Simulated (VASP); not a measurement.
# MoS2 (P6_3/mmc) in VASP: notebook, part 2 of 2

VASP 6.6.1. The steps go on from the part before.

### Step 3. Relaxation of shape and atoms at fixed volume, PBE+D3(BJ)

INCAR reads:

```
SYSTEM = MoS2
PREC = Accurate
ENCUT = 600
EDIFF = 1E-6
ISMEAR = 0
SIGMA = 0.05
LREAL = .FALSE.
LASPH = .TRUE.
NELM = 100
ALGO = Normal
ISIF = 4
LWAVE = .FALSE.
LCHARG = .FALSE.
GGA = PE
IVDW = 12
IBRION = 2
NSW = 60
EDIFFG = -0.01
```

KPOINTS reads:

```
regular mesh
0
G
  10 10 2
  0 0 0
```

POSCAR reads:

```
MoS2
1.0
    3.1690000000      0.0000000000      0.0000000000
   -1.5845000000      2.7444345046      0.0000000000
    0.0000000000      0.0000000000     12.3240000000
Mo S
2 4
Direct
    0.3333333333      0.6666666667      0.2500000000
    0.6666666667      0.3333333333      0.7500000000
    0.3333333333      0.6666666667      0.6230000000
    0.6666666667      0.3333333333      0.1230000000
    0.3333333333      0.6666666667      0.8770000000
    0.6666666667      0.3333333333      0.3770000000
```

Potentials or basis: VASP PAW PBE potentials, release 64 (Mo_sv, S).

The run is started by

```sh
$ cat potpaw_PBE.64/Mo_sv/POTCAR potpaw_PBE.64/S/POTCAR > POTCAR
$ mpirun -np 1 vasp_std > vasp.out
```

OUTCAR:

```text
SYSTEM = MoS2
   PREC = Accurate
   ENCUT = 600
   EDIFF = 1E-6
   ISMEAR = 0
   LREAL = .FALSE.
   LASPH = .TRUE.
   NELM = 100
   ISIF = 4
   GGA = PE
   IVDW = 12
   IBRION = 2
   NSW = 60
   EDIFFG = -0.01
 IVDW          = 12

 ion  position               nearest neighbor table
   1  0.333  0.667  0.250-   4 2.41   6 2.41   4 2.41   6 2.41   4 2.41   6 2.41
   2  0.667  0.333  0.750-   3 2.41   5 2.41   3 2.41   5 2.41   3 2.41   5 2.41
   3  0.333  0.667  0.623-   2 2.41   2 2.41   2 2.41
   4  0.667  0.333  0.123-   1 2.41   1 2.41   1 2.41
   5  0.333  0.667  0.877-   2 2.41   2 2.41   2 2.41
   6  0.667  0.333  0.377-   1 2.41   1 2.41   1 2.41

  LATTYP: Found a hexagonal cell.
 ALAT       =     3.1690000000
 C/A-ratio  =     3.8889239508

  Lattice vectors:

 A1 = (   3.1690000000,   0.0000000000,   0.0000000000)
 A2 = (  -1.5845000000,   2.7444345046,   0.0000000000)
 A3 = (   0.0000000000,   0.0000000000,  12.3240000000)

Analysis of symmetry for initial positions (statically):
=====================================================================
 Subroutine PRICEL returns:
 Original cell was already a primitive cell.

 Routine SETGRP: Setting up the symmetry group for a
 hexagonal supercell.

 Subroutine GETGRP returns: Found 24 space group operations
 (whereof 12 operations were pure point group operations)
 out of a pool of 24 trial point group operations.

The static configuration has the point symmetry D_3d.
 The point group associated with its full space group is D_6h.

Analysis of symmetry for dynamics (positions and initial velocities):
=====================================================================
 Subroutine PRICEL returns:
 Original cell was already a primitive cell.

 Routine SETGRP: Setting up the symmetry group for a
 hexagonal supercell.

 Subroutine GETGRP returns: Found 24 space group operations
 (whereof 12 operations were pure point group operations)
 out of a pool of 24 trial point group operations.

The dynamic configuration has the point symmetry D_3d.
 The point group associated with its full space group is D_6h.

 Subroutine INISYM returns: Found 24 space group operations
 (whereof 12 operations are pure point group operations),
[... 109 lines left out ...]
   NFREE  =      1    steps in history (QN), initial steepest desc. (CG)
   ISIF   =      4    stress and relaxation
   ISYM   =      2    0-nonsym 1-usesym 2-fastsym
   POTIM  = 0.5000    time-step for ionic-motion
   TEBEG  =    0.0;   TEEND  =   0.0 temperature during run
   PSTRESS=    0.0 pullay stress
   NELECT =      52.0000    total number of electrons
   NUPDOWN=      -1.0000    fix difference up-down
   EMIN   =  10.00;   EMAX   =-10.00  energy-range for DOS
   EFERMI =   0.00;   METHOD = LEGACY
   ISMEAR =     0;   SIGMA  =   0.05  broadening in eV -4-tet -1-fermi 0-gaus
   EFERMI_NEDOS =   21; number of points for ismear=-14 and -15
   IALGO  =     38    algorithm
   IMIX   =      4    mixing-type and parameters
     AMIX     =   0.40;   BMIX     =  1.00
     AMIX_MAG =   1.60;   BMIX_MAG =  1.00
  volume/ion in A,a.u.               =      17.86       120.55
  Fermi-wavevector in a.u.,A,eV,Ry     =   1.286373  2.430893 22.514325  1.654756
  Thomas-Fermi vector in A             =   2.418452
   LORBIT       =      0    0 simple, 1 ext, 2 COOP (PROOUT), +10 PAW based schemes
   GGA     = PE    functional components
   LHFCALC =     F    Hartree Fock is set to
   AEXX    =    0.0000 exact exchange contribution
   IVDW    =    12    specifies the selected vdW correction
   LEPSILON=     F    determine dielectric tensor
   LRPA    =     F    only Hartree local field effects (RPA)
 conjugate gradient relaxation of ions
 non-spin polarized calculation
 Gauss-broadening in eV      SIGMA  =   0.05
  energy-cutoff  :      600.00
  volume of cell :      107.18
 maximum number of plane-waves:      3614
 NGX is ok and might be reduce to    28
   NGX = 13   NGY = 13   NGZ = 49

--------------------------------------- Ionic step        1  -------------------------------------------

 number of electron      52.0000000 magnetization

 Free energy of the ion-electron system (eV)
  ---------------------------------------------------
  ext. energy  EPLUGINS =         0.00000000
  ---------------------------------------------------
  free energy    TOTEN  =       -43.61550676 eV

  energy without entropy =      -43.61550676  energy(sigma->0) =      -43.61550676

------------------------ aborting loop because EDIFF is reached ----------------------------------------

 Edisp (eV)   -2.54058

 E8    (eV) :    -1.0246
[... 211 lines left out ...]
--------------------------------------- Ionic step        6  -------------------------------------------

 number of electron      52.0000000 magnetization

 Free energy of the ion-electron system (eV)
  ---------------------------------------------------
  ext. energy  EPLUGINS =         0.00000000
  ---------------------------------------------------
  free energy    TOTEN  =       -43.61748546 eV

  energy without entropy =      -43.61748546  energy(sigma->0) =      -43.61748546

 E-fermi :   7.8263     XC(G=0): -10.8046

 val. band max:        7.4546557813   @ k =   0.0000   0.0000   0.0000
 cond. band min:       8.4311462198   @ k =   0.2000   0.2000   0.0000
 fundamental gap:      0.9764904385
 Fermi energy:         7.8262766451

 k-point     1 :       0.0000    0.0000    0.0000
  band No.  band energies     occupation
      1     -54.0153      2.00000
      2     -54.0153      2.00000
      3     -28.1711      2.00000
      4     -28.1710      2.00000
      5     -27.9429      2.00000
      6     -27.9429      2.00000
[... 805 lines left out ...]
     30       9.6354      0.00000
     31      10.6398      0.00000

 [... further k-points ...]

------------------------ aborting loop because EDIFF is reached ----------------------------------------

 Edisp (eV)   -2.54057

 E8    (eV) :    -1.0247
[... 29 lines left out ...]
  FREE ENERGIE OF THE ION-ELECTRON SYSTEM (eV)
  ---------------------------------------------------
  free  energy   TOTEN  =       -46.1580582746 eV

  energy  without entropy=      -46.1580582746  energy(sigma->0) =      -46.15805827

 reached required accuracy - stopping structural energy minimisation
```

OSZICAR:

```text
N       E                     dE             d eps       ncg     rms          rms(c)
DAV:   1     0.504254018667E+03    0.50425E+03   -0.31801E+04  1888   0.178E+03
[... 47 lines left out ...]
       N       E                     dE             d eps       ncg     rms          rms(c)
DAV:   1    -0.436182361176E+02   -0.86668E-03   -0.30811E-02  1760   0.119E+00    0.184E-01
DAV:   2    -0.436176562411E+02    0.57988E-03   -0.30962E-03  2163   0.308E-01    0.122E-01
DAV:   3    -0.436175322948E+02    0.12395E-03   -0.39880E-04  2071   0.114E-01    0.403E-02
DAV:   4    -0.436174858520E+02    0.46443E-04   -0.16530E-04  1975   0.675E-02    0.287E-02
DAV:   5    -0.436174860879E+02   -0.23582E-06   -0.10823E-05  1882   0.181E-02    0.892E-03
DAV:   6    -0.436174854619E+02    0.62597E-06   -0.32916E-06  1609   0.942E-03
   6 F= -.46158058E+02 E0= -.46158058E+02  d E =-.289949E-03
```

Wall time 6.7 min (1 thread of AMD EPYC 9R45 (Zen 5), shared host); peak memory 0.28 GiB.

Results:

* Free energy: -46.1581 eV
* Energy gained by relaxing: 0.3 meV/atom
* Ionic steps: 6
* Pressure after relaxing: -1.3 GPa
* Band gap on the k mesh: 0.98 eV, indirect (least direct gap 1.90 eV)
* Dispersion energy per atom: -0.423 eV

Step by step:
```csv
step,energy change (eV),largest force (eV/Å),pressure (GPa),volume (Å³)
1,0.0000,0.0757,-2.05,107.18
2,-0.0011,0.0301,-1.70,107.18
3,-0.0016,0.0146,-1.38,107.18
4,-0.0017,0.0299,-1.29,107.18
5,-0.0019,0.0157,-1.29,107.18
6,-0.0020,0.0008,-1.29,107.18
```

Final structure:
```yaml
crystal:
  lattice:
    - [3.16111, 0.00000, 0.00000]
    - [-1.58056, 2.73760, 0.00000]
    - [0.00000, 0.00000, 12.38559]
  atoms:
    - { symbol: Mo, position: [0.33333, 0.66667, 0.25000] }
    - { symbol: Mo, position: [0.66667, 0.33333, 0.75000] }
    - { symbol: S, position: [0.33333, 0.66667, 0.62371] }
    - { symbol: S, position: [0.66667, 0.33333, 0.12371] }
    - { symbol: S, position: [0.33333, 0.66667, 0.87629] }
    - { symbol: S, position: [0.66667, 0.33333, 0.37629] }
```

Levels at points of the mesh, in eV from the valence-band top:
| k point | band 23 | band 24 | band 25 | band 26 | band 27 | band 28 | band 29 | band 30 |
| --- | --- | --- | --- | --- | --- | --- | --- | --- |
| (0.00, 0.00, 0.00) | -2.09 | -1.22 | -1.13 | 0.00 | 2.16 | 2.16 | 2.19 | 2.19 |
| (0.50, 0.00, 0.00) | -1.67 | -1.49 | -1.36 | -1.25 | 1.67 | 1.71 | 2.07 | 2.32 |
| (0.00, 0.00, 0.50) | -2.11 | -2.11 | -0.27 | -0.27 | 2.16 | 2.16 | 2.16 | 2.16 |
| (0.50, 0.00, 0.50) | -1.58 | -1.58 | -1.30 | -1.30 | 1.69 | 1.69 | 2.21 | 2.21 |

A k mesh can miss the band edges.

### Step 4. Comparison with measurements

Step 2. Against the measured gap of MoS2, 1.3 eV (indirect; 300 K; “Multiwavelength excitation Raman Scattering Analysis of bulk and 2 dimensional MoS2: Vibrational properties of atomically thin MoS2 layers”, 2015, arxiv:1506.03228), the calculated 0.97 eV is off by -0.33 eV. Spin-orbit coupling on Mo is left out. The value is that of PBE+D3(BJ) on a finite k mesh, which can miss the band edges, without temperature or zero-point motion. Semilocal functionals fall short of measured gaps as a rule.
